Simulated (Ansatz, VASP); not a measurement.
## BaHfO3: VASP beside Ansatz

The input INCAR:

```
PREC = Accurate ; ENCUT = 520
EDIFF = 1E-7 ; ISMEAR = 0
SIGMA = 0.1 ; LREAL = F
LASPH = T ; NELM = 60
ALGO = Normal ; ISIF = 2
LWAVE = F ; LCHARG = F
GGA = PE ; NBANDS = 27
```

Contents of KPOINTS:

```
regular mesh
0
Gamma
  6 6 4
```

POSCAR

```
BaHfO3
1.0
    4.3272772300      0.0000000000      0.0000000000
   -2.1636386200      3.7475320100      0.0000000000
    0.0000000000      0.0000000000      5.8132551700
Ba Hf O
1 1 3
Direct
    0.6666666700      0.3333333300      0.9742901600
    0.3333333300      0.6666666700      0.6476565700
    0.0000000000      0.0000000000      0.4008432600
    0.0000000000      0.0000000000      0.0794968200
    0.3333333300      0.6666666700      0.0318497100
```

Input for Ansatz:

```yaml
crystal:
  lattice:
    - [4.32727723, 0.0, 0.0]
    - [-2.16363862, 3.74753201, 0.0]
    - [0.0, 0.0, 5.81325517]
  atoms:
    - { symbol: Ba, position: [0.66666667, 0.33333333, 0.97429016] }
    - { symbol: Hf, position: [0.33333333, 0.66666667, 0.64765657] }
    - { symbol: O, position: [0.0, 0.0, 0.40084326] }
    - { symbol: O, position: [0.0, 0.0, 0.07949682] }
    - { symbol: O, position: [0.33333333, 0.66666667, 0.03184971] }
basis:
  ecutwfc: 420
kpoints:
  mp_grid: { grid: [6, 6, 4] }
hamiltonian:
  xc: pbe
scf:
  occupations: { method: gaussian, width: 0.1 }
  lower_state_search: "off"
output:
  forces: true
  stress: true
  eigenvalues: true
```

Alike in both runs: task single point; functional PBE; k mesh 6 × 6 × 4; occupations gaussian, width 0.1 eV; no spin polarisation.

|  | VASP | Ansatz |
| --- | --- | --- |
| version | VASP 6.6.1 | Ansatz 0.2.0 |
| potentials or method | VASP PAW PBE potentials, release 64 (Ba_sv, Hf_pv, O), cutoff 520 eV | scalar-relativistic, plane waves, PAW |
| valence electrons in the cell | 38 | 54 |

```csv
,VASP,Ansatz,Ansatz less VASP
gap on the k mesh at the Fermi level (eV),none,none,-
pressure (GPa),-3.6,-5.2,-1.59
"traceless stress, the component that is largest in VASP (GPa)",-19.70,-18.11,+1.590
rms of the force components (eV/Å),1.552,1.561,+0.0090
```

Atom by atom the forces differ by 0.075 eV/Å (rms over components). A gap of «none» marks a metal or a gap that the smearing closes. VASP's potentials hold 38 valence electrons a cell and Ansatz's 54, so a difference there can come from the potentials and not from the codes.

Spin-orbit coupling is off throughout.
